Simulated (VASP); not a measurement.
# H4C in VASP: notebook

Runs on H4C. Level: PBEsol. Tasks: single point.

Everything below comes from runs of VASP 6.6.1. Logs are shortened: lines on timing, memory, paths and dates and some standing lists are left out, and cuts for length are marked.

### Step 1. The cell of the first run

The cell holds an amorphous packing of atoms, 40 atoms: a = 7.388 Å, b = 7.388 Å, c = 7.388 Å, α = 90.00°, β = 90.00°, γ = 90.00°.

### Step 2. Single point, PBEsol

Input file INCAR:

```
SYSTEM = H4C
ALGO = Normal ; EDIFF = 1E-7
ENCUT = 520 ; GGA = PS
ISIF = 2 ; ISMEAR = -1
LASPH = .True. ; LCHARG = .False.
LREAL = Auto ; LWAVE = .False.
NBANDS = 58 ; NELM = 100
PREC = Accurate ; SIGMA = 0.05
```

Input file KPOINTS:

```
k-points
0
Gamma
  1 1 1
  0 0 0
```

Input file POSCAR:

```
H4C
1.0
    7.3876590000      0.0000000000      0.0000000000
    0.0000000000      7.3876590000      0.0000000000
    0.0000000000      0.0000000000      7.3876590000
C H
8 32
Direct
    0.5086861751      0.7812623728      0.7059475810
    0.0123313759      0.7689716052      0.5778014389
    0.7692693991      0.3821372914      0.9416108675
    0.2551417167      0.3723777722      0.6889597909
    0.7117545626      0.9213338082      0.0971620374
    0.6550789634      0.1984119733      0.4573031863
    0.1720301384      1.0406679572      0.1113749295
    0.2913913596      0.5204625714      0.2209766314
    0.3936971103      0.7787717327      0.8085781978
    0.6066603778      0.6764389098      0.7529448774
    0.5951005589      0.9001904392      0.7152198010
    0.4696345622      0.7664674290      0.5617205667
    0.1218247892      0.8594874236      0.5908231552
   -0.0192753889      0.6905435132      0.7115379852
    0.0463611003      0.6660025862      0.4792451844
   -0.1152327144      0.8405775091      0.5452065397
    0.8419040457      0.4617700952      1.0470840628
    0.6584223771      0.3010019818      1.0126076474
    0.8524757301      0.2698283719      0.8998249649
    0.7238152167      0.4477196362      0.8176338404
    0.1819520906      0.4939589117      0.7412903059
    0.3368455420      0.3112894085      0.7966529045
    0.3466185973      0.4167761398      0.5775307171
    0.1540406778      0.2737403012      0.6329474601
    0.7987916064      0.9357091333      0.2114742979
    0.6035335415      0.8305066598      0.1411678585
    0.8001181430      0.8582150313     -0.0027207536
    0.6577861810      1.0582648712      0.0656906335
    0.6285888398      0.3214414742      0.3775079494
    0.6447373925      0.2146823507      0.6087178631
    0.7949067492      0.1421289207      0.4208369661
    0.5794663776      0.0843975067      0.4145156131
    0.1164238902      0.9081090505      0.1468124070
    0.3118443881      1.0296901901      0.0533727937
    0.1829943694      1.1280027949      0.2320220790
    0.0916257775      1.1153194808      0.0123719841
    0.2158193820      0.4920232512      0.3440602767
    0.2449490427      0.4408162315      0.1083428458
    0.4393678701      0.5021076365      0.2455446306
    0.2627625341      0.6602632850      0.1903444650
```

Potentials or basis: VASP PAW PBE potentials, release 64 (C, H).

The run is started by

```bash
cat potpaw_PBE.64/C/POTCAR potpaw_PBE.64/H/POTCAR > POTCAR
mpirun -np 1 vasp_gam > vasp.out
```

OUTCAR:

```text
SYSTEM = H4C
   EDIFF = 1E-7
   ENCUT = 520
   GGA = PS
   ISIF = 2
   ISMEAR = -1
   LASPH = .True.
   LREAL = Auto
   NELM = 100
   PREC = Accurate

 ion  position               nearest neighbor table
   1  0.509  0.781  0.706-  11 1.09  12 1.11  10 1.12   9 1.14
   2  0.012  0.769  0.578-  13 1.05  15 1.08  16 1.11  14 1.17
   3  0.769  0.382  0.942-  19 1.08  20 1.09  17 1.11  18 1.14
   4  0.255  0.372  0.689-  22 1.10  23 1.11  21 1.12  24 1.12
   5  0.712  0.921  0.097-  25 1.07  27 1.09  26 1.09  28 1.11
   6  0.655  0.198  0.457-  32 1.06  29 1.10  30 1.13  31 1.15
   7  0.172  0.041  0.111-  36 1.09  33 1.09  35 1.10  34 1.12
   8  0.291  0.520  0.221-  38 1.08  40 1.08  37 1.09  39 1.12
   9  0.394  0.779  0.809-   1 1.14
  10  0.607  0.676  0.753-   1 1.12
  11  0.595  0.900  0.715-   1 1.09
  12  0.470  0.766  0.562-   1 1.11
  13  0.122  0.859  0.591-   2 1.05
  14  0.981  0.691  0.712-   2 1.17
[... 24 lines left out ...]
  39  0.439  0.502  0.246-   8 1.12
  40  0.263  0.660  0.190-   8 1.08

  LATTYP: Found a simple cubic cell.
 ALAT       =     7.3876590000

  Lattice vectors:

 A1 = (   7.3876590000,   0.0000000000,   0.0000000000)
 A2 = (   0.0000000000,   7.3876590000,   0.0000000000)
 A3 = (   0.0000000000,   0.0000000000,   7.3876590000)

Analysis of symmetry for initial positions (statically):
=====================================================================
 Subroutine PRICEL returns:
 Original cell was already a primitive cell.

 Routine SETGRP: Setting up the symmetry group for a
 simple cubic supercell.

 Subroutine GETGRP returns: Found  1 space group operations
 (whereof  1 operations were pure point group operations)
 out of a pool of 48 trial point group operations.

The static configuration has the point symmetry C_1 .

Analysis of symmetry for dynamics (positions and initial velocities):
=====================================================================
 Subroutine PRICEL returns:
 Original cell was already a primitive cell.

 Routine SETGRP: Setting up the symmetry group for a
 simple cubic supercell.

 Subroutine GETGRP returns: Found  1 space group operations
 (whereof  1 operations were pure point group operations)
 out of a pool of 48 trial point group operations.

The dynamic configuration has the point symmetry C_1 .

 Subroutine INISYM returns: Found  1 space group operations
 (whereof  1 operations are pure point group operations),
 and found     1 'primitive' translations

----------------------------------------------------------------------------------------

                                     Primitive cell

  volume of cell :     403.2000

  direct lattice vectors                    reciprocal lattice vectors
     7.387659000  0.000000000  0.000000000     0.135360877  0.000000000  0.000000000
     0.000000000  7.387659000  0.000000000     0.000000000  0.135360877  0.000000000
     0.000000000  0.000000000  7.387659000     0.000000000  0.000000000  0.135360877

  length of vectors
     7.387659000  7.387659000  7.387659000     0.135360877  0.135360877  0.135360877

  position of ions in fractional coordinates (direct lattice)
     0.508686175  0.781262373  0.705947581
     0.012331376  0.768971605  0.577801439
     0.769269399  0.382137291  0.941610868
     0.255141717  0.372377772  0.688959791
     0.711754563  0.921333808  0.097162037
     0.655078963  0.198411973  0.457303186
[... 32 lines left out ...]
     0.439367870  0.502107636  0.245544631
     0.262762534  0.660263285  0.190344465

  ion indices of the primitive-cell ions
   primitive index   ion index
                 1           1
                 2           2
                 3           3
                 4           4
                 5           5
                 6           6
[... 32 lines left out ...]
                39          39
                40          40

----------------------------------------------------------------------------------------

 KPOINTS: k-points

Automatic generation of k-mesh.
 Grid dimensions read from file:
 generate k-points for:    1    1    1

 Generating k-lattice:

  Cartesian coordinates                     Fractional coordinates (reciprocal lattice)
     0.135360877  0.000000000  0.000000000     1.000000000  0.000000000  0.000000000
     0.000000000  0.135360877  0.000000000     0.000000000  1.000000000  0.000000000
     0.000000000  0.000000000  0.135360877     0.000000000  0.000000000  1.000000000

  Length of vectors
     0.135360877  0.135360877  0.135360877

  Shift w.r.t. Gamma in fractional coordinates (k-lattice)
     0.000000000  0.000000000  0.000000000

 Subroutine IBZKPT returns following result:
 ===========================================

 Found      1 irreducible k-points:

 Following reciprocal coordinates:
            Coordinates               Weight
  0.000000  0.000000  0.000000      1.000000
   k-points           NKPTS =      1   k-points in BZ     NKDIM =      1   number of bands    NBANDS=     58
   number of dos      NEDOS =    301   number of ions     NIONS =     40
   total plane-waves  NPLWV = 175616
   dimension x,y,z NGX =    56 NGY =   56 NGZ =   56
   dimension x,y,z NGXF=   112 NGYF=  112 NGZF=  112
   ions per type =               8  32
   NGX,Y,Z   is equivalent  to a cutoff of  12.60, 12.60, 12.60 a.u.
   NGXF,Y,Z  is equivalent  to a cutoff of  25.20, 25.20, 25.20 a.u.
 SYSTEM =  H4C
   PREC   = accura    normal or accurate (medium, high low for compatibility)
   ISTART =      0    job   : 0-new  1-cont  2-samecut
   ICHARG =      2    charge: 1-file 2-atom 10-const
   ISPIN  =      1    spin polarized calculation?
   LNONCOLLINEAR =      F non collinear calculations
   LSORBIT =      F    spin-orbit coupling
   LASPH  =      T    aspherical Exc in radial PAW
   ENCUT  =  520.0 eV  38.22 Ry    6.18 a.u.  13.74 13.74 13.74*2*pi/ulx,y,z
   NELM   =    100;   NELMIN=  2; NELMDL= -5     # of ELM steps
   EDIFF  = 0.1E-06   stopping-criterion for ELM
   LREAL  =      T    real-space projection
   EDIFFG = 0.1E-05   stopping-criterion for IOM
   NSW    =      0    number of steps for IOM
   IBRION =     -1    ionic relax: 0-MD 1-quasi-New 2-CG
   NFREE  =      0    steps in history (QN), initial steepest desc. (CG)
   ISIF   =      2    stress and relaxation
   ISYM   =      2    0-nonsym 1-usesym 2-fastsym
   POTIM  = 0.5000    time-step for ionic-motion
   TEBEG  =    0.0;   TEEND  =   0.0 temperature during run
   PSTRESS=    0.0 pullay stress
   NELECT =      64.0000    total number of electrons
   NUPDOWN=      -1.0000    fix difference up-down
   EMIN   =  10.00;   EMAX   =-10.00  energy-range for DOS
   EFERMI =   0.00;   METHOD = LEGACY
   ISMEAR =    -1;   SIGMA  =   0.05  broadening in eV -4-tet -1-fermi 0-gaus
   EFERMI_NEDOS =   21; number of points for ismear=-14 and -15
   IALGO  =     38    algorithm
   IMIX   =      4    mixing-type and parameters
     AMIX     =   0.40;   BMIX     =  1.00
     AMIX_MAG =   1.60;   BMIX_MAG =  1.00
  volume/ion in A,a.u.               =      10.08        68.02
  Fermi-wavevector in a.u.,A,eV,Ry     =   0.886396  1.675046 10.690078  0.785699
  Thomas-Fermi vector in A             =   2.007557
   LORBIT       =      0    0 simple, 1 ext, 2 COOP (PROOUT), +10 PAW based schemes
   GGA     = PS    functional components
   LHFCALC =     F    Hartree Fock is set to
   AEXX    =    0.0000 exact exchange contribution
   IVDW    =     0    specifies the selected vdW correction
   LEPSILON=     F    determine dielectric tensor
   LRPA    =     F    only Hartree local field effects (RPA)
 non-spin polarized calculation
  energy-cutoff  :      520.00
  volume of cell :      403.20
 maximum number of plane-waves:      5414
 NGX is ok and might be reduce to    54
   NGX = 27   NGY = 27   NGZ = 27

 number of electron      63.9999999 magnetization

 Free energy of the ion-electron system (eV)
  ---------------------------------------------------
  ext. energy  EPLUGINS =         0.00000000
  ---------------------------------------------------
  free energy    TOTEN  =      -190.48625331 eV

  energy without entropy =     -190.48625331  energy(sigma->0) =     -190.48625331

 E-fermi :  -4.5445     XC(G=0):  -6.3651

 val. band max:       -5.7623582204   @ k =   0.0000   0.0000   0.0000
 cond. band min:       1.2405658409   @ k =   0.0000   0.0000   0.0000
 fundamental gap:      7.0029240613
 Fermi energy:        -4.5445029301

 k-point     1 :       0.0000    0.0000    0.0000
  band No.  band energies     occupation
      1     -14.8352      2.00000
      2     -14.5293      2.00000
      3     -14.3660      2.00000
      4     -14.3538      2.00000
      5     -14.2692      2.00000
      6     -14.1462      2.00000
[... 36 lines left out ...]
     43       4.5836      0.00000
     44       4.7307      0.00000
 [bands above 44 left out]

------------------------ aborting loop because EDIFF is reached ----------------------------------------

  FORCE on cell =-STRESS in cart. coord.  units (eV):
  Direction    XX          YY          ZZ          XY          YZ          ZX
  --------------------------------------------------------------------------------------
  -------------------------------------------------------------------------------------
  Total       -0.4476009      2.8903754     -1.7044964      1.0772544      2.0757164      3.0009291
  in kB       -1.7786113     11.4853520     -6.7730791      4.2806365      8.2481792     11.9246541
  external PRESSURE =       0.9778872 kB  Pullay stress =       0.0000000 kB

 VOLUME and BASIS-vectors are now :
 -----------------------------------------------------------------------------
  energy-cutoff  :      520.00
  volume of cell :      403.20
      direct lattice vectors                 reciprocal lattice vectors
     7.387659000  0.000000000  0.000000000     0.135360877  0.000000000  0.000000000
     0.000000000  7.387659000  0.000000000     0.000000000  0.135360877  0.000000000
     0.000000000  0.000000000  7.387659000     0.000000000  0.000000000  0.135360877

 POSITION                                       TOTAL-FORCE (eV/Angst)
 -----------------------------------------------------------------------------------
      3.75800      5.77170      5.21530         0.178135     -0.604502      0.854029
      0.09110      5.68090      4.26860        -2.112920     -1.528473      1.654496
      5.68310      2.82310      6.95630        -0.679259     -1.186805      1.353885
      1.88490      2.75100      5.08980        -0.352850      0.267850     -0.526673
      5.25820      6.80650      0.71780        -0.367595      0.137611      0.133928
      4.83950      1.46580      3.37840         2.248030     -0.111097      0.680962
[... 32 lines left out ...]
      3.24590      3.70940      1.81400        -0.577500      0.045640     -0.162766
      1.94120      4.87780      1.40620         0.147712      0.721856     -0.216909
 -----------------------------------------------------------------------------------
    total drift:                               -0.007470      0.012836      0.005487

  FREE ENERGIE OF THE ION-ELECTRON SYSTEM (eV)
  ---------------------------------------------------
  free  energy   TOTEN  =      -190.4862533117 eV

  energy  without entropy=     -190.4862533116  energy(sigma->0) =     -190.48625331
```

Run time: 32 s. Hardware: 1 thread of Intel Xeon 6975P-C (Granite Rapids), shared host; peak memory 0.37 GiB.

Results:

```
Free energy            : -190.4863 eV
Pressure               : 0.1 GPa
Largest force          : 3.088 eV/Å
Band gap on the k mesh : 7.00 eV
```

Forces on the atoms (eV/Å):
```
C    0.178 -0.605  0.854
C   -2.113 -1.528  1.654
C   -0.679 -1.187  1.354
C   -0.353  0.268 -0.527
C   -0.368  0.138  0.134
C    2.248 -0.111  0.681
C    1.118  0.554 -0.058
C    0.724  0.287  0.501
H    0.755  0.307 -1.057
H   -0.557 -0.109 -0.493
H   -0.289  0.726  0.215
H   -0.157 -0.281  0.485
H    1.129  1.004  0.360
H    0.575  1.028 -1.328
H   -0.087 -0.235 -0.501
H    0.336 -0.102 -0.232
H   -0.288  0.050 -0.694
H    0.332  1.183 -0.582
H    0.922 -0.370 -0.294
H   -0.176  0.494  0.173
H    0.301 -0.543 -0.142
H   -0.065 -0.119  0.042
H   -0.295 -0.215  0.465
H    0.480  0.367  0.323
H    0.612  0.256  1.060
H   -0.234 -0.152 -0.260
H   -0.277  0.077 -0.637
H    0.221 -0.681 -0.255
H   -0.070 -0.145  0.231
H    0.006  0.107 -0.994
H   -0.681  0.978  0.503
H   -1.479 -0.758 -0.355
H   -0.094  0.044 -0.135
H   -0.613 -0.167  0.273
H   -0.066 -0.204  0.044
H   -0.349 -0.161 -0.148
H   -0.087 -0.376  0.176
H   -0.129 -0.584 -0.455
H   -0.578  0.046 -0.163
H    0.148  0.722 -0.217
```

Levels at points of the mesh, in eV from the valence-band top:
| k point | band 28 | band 29 | band 30 | band 31 | band 32 | band 33 | band 34 | band 35 | band 36 | band 37 |
| --- | --- | --- | --- | --- | --- | --- | --- | --- | --- | --- |
| (0.00, 0.00, 0.00) | -0.32 | -0.25 | -0.15 | -0.09 | 0.00 | 7.00 | 9.00 | 9.08 | 9.30 | 9.51 |

Caveat: the k points lie up to 0.85 Å⁻¹ apart; the PAW data sets were made with another functional, which shifts forces and pressure a little.

### Step 3. Single point, PBEsol

Input file INCAR:

```
  ALGO = Normal
  EDIFF = 1E-6
  ENCUT = 520
  GGA = PS
  ISIF = 2
  ISMEAR = -1
  LASPH = T
  LCHARG = F
  LREAL = Auto
  LWAVE = F
  NBANDS = 58
  NELM = 60
  PREC = Accurate
  SIGMA = 0.05
```

Input file KPOINTS:

```
k-points
0
Gamma
  1 1 1
```

Input file POSCAR:

```
H4C
1.0
    7.3876590000      0.0000000000      0.0000000000
    0.0000000000      7.3876590000      0.0000000000
    0.0000000000      0.0000000000      7.3876590000
C H
8 32
Direct
    0.4824397011      0.8143851794      0.7357811182
   -0.0006903405      0.7534592487      0.5848537405
    0.7655334389      0.4018729072      0.9228092417
    0.2645628338      0.3293736216      0.6752883424
    0.6985974853      0.9173541984      0.1092632998
    0.6590179650      0.1834139881      0.4828187116
    0.1777829756      1.0396933589      0.1132970539
    0.2824440056      0.5025813996      0.1946218687
    0.3809325796      0.8117862506      0.8400766738
    0.5757980979      0.7115379852      0.7652627172
    0.5585801943      0.9442774768      0.7409519037
    0.4384880244      0.8030148657      0.5901598869
    0.1363219391      0.8119351475      0.6117093385
   -0.0305915582      0.6572312014      0.6897584201
    0.0062807447      0.6761952602      0.4565045571
   -0.1124848887      0.8532337510      0.5748776439
    0.8044090828      0.5252272743      0.9974336931
    0.6284264068      0.3633356656      0.9534955525
    0.8577006600      0.2871816363      0.9678844137
    0.7635842423      0.3968239465      0.7755366077
    0.2251863547      0.4563150519      0.7425897703
    0.3582054884      0.2581467282      0.7582374877
    0.3258407027      0.3730816487      0.5524754188
    0.1328837728      0.2662548447      0.6647166579
    0.7850118691      0.8892126721      0.2303977485
    0.5724276120      0.8477380994      0.1493707276
    0.7607552000      0.8555619581     -0.0098271997
    0.6663951327      1.0632055432      0.1063801131
    0.6206702286      0.2058026771      0.3432481115
    0.5895507630      0.2875471107      0.5677711979
    0.7998474212      0.1944729717      0.4791504318
    0.6323924805      0.0412715313      0.5179313230
    0.0748004205      0.9419086615      0.0959031812
    0.3166361631      0.9851158533      0.1158824467
    0.1425350033      1.1279486506      0.2306684702
    0.1784327078      1.1383849742      0.0016514027
    0.1810993171      0.4864869913      0.2963591037
    0.2425396191      0.4226237297      0.0810405570
    0.4233952867      0.4613098683      0.2438390835
    0.2809821081      0.6489065075      0.1500881402
```

Potentials or basis: VASP PAW PBE potentials, release 64 (C, H).

The run is started by

```bash
cat potpaw_PBE.64/C/POTCAR potpaw_PBE.64/H/POTCAR > POTCAR
mpirun -np 1 vasp_gam > vasp.out
```

Run time: 29 s. Hardware: 1 thread of Intel Xeon 6975P-C (Granite Rapids), shared host; peak memory 0.37 GiB.

The run converged. Its results:

```yaml
Free_energy: -190.3784 eV
Pressure: 1.4 GPa
Largest_force: 2.261 eV/Å
Band_gap_on_the_k_mesh: 7.09 eV
```

Forces in eV/Å, atoms in the order of the input:
```
C    0.177  1.660 -1.525
C    0.440  0.326 -0.791
C    0.998 -1.333  0.573
C   -1.120  1.453  0.766
C   -0.185 -0.424  1.717
C   -1.488  0.069  0.033
C    0.867  1.985  0.198
C    1.712  1.388 -0.099
H   -0.875  0.089  0.134
H    1.205 -1.428  0.254
H   -0.346 -0.347  0.307
H   -0.265 -0.166  0.952
H   -0.764  0.055 -0.161
H   -0.252 -0.501  0.685
H   -0.010  0.206  0.131
H    0.483 -0.053  0.081
H   -0.068  0.013 -0.625
H   -0.791 -0.141  0.668
H   -0.609  0.761 -0.229
H    0.556  0.755 -0.339
H    0.328  0.196  0.328
H    0.588 -0.736  0.642
H    0.212 -0.130 -1.151
H   -0.213 -0.814 -0.508
H    0.014  0.322 -0.515
H    0.007 -0.115 -0.487
H   -0.108  0.266 -0.217
H    0.356 -0.255 -0.421
H   -0.498  0.019 -0.520
H    0.494 -0.753 -0.184
H    2.155  0.520  0.346
H   -0.416  0.308  0.096
H   -0.814 -1.011 -0.290
H   -0.317 -0.031  0.404
H    0.404 -0.638 -0.023
H   -0.225 -0.277 -0.321
H   -0.525 -0.139  0.948
H   -0.076 -0.632 -0.851
H   -1.254  0.395 -0.367
H    0.224 -0.865  0.360
```

Stress tensor (GPa, compression positive):
```
 1.86  1.13 -0.35
 1.13  0.51 -0.42
-0.35 -0.42  1.82
```

Levels at points of the mesh, in eV from the valence-band top:
```
           k point  band 28  band 29  band 30  band 31  band 32  band 33  band 34  band 35  band 36  band 37
(0.00, 0.00, 0.00)    -0.32    -0.24    -0.16    -0.14     0.00     7.09     9.03     9.11     9.35     9.53
```

Caveat: the k points lie up to 0.85 Å⁻¹ apart; the PAW data sets were made with another functional, which shifts forces and pressure a little.

(Part 1 of 2 ends here.)
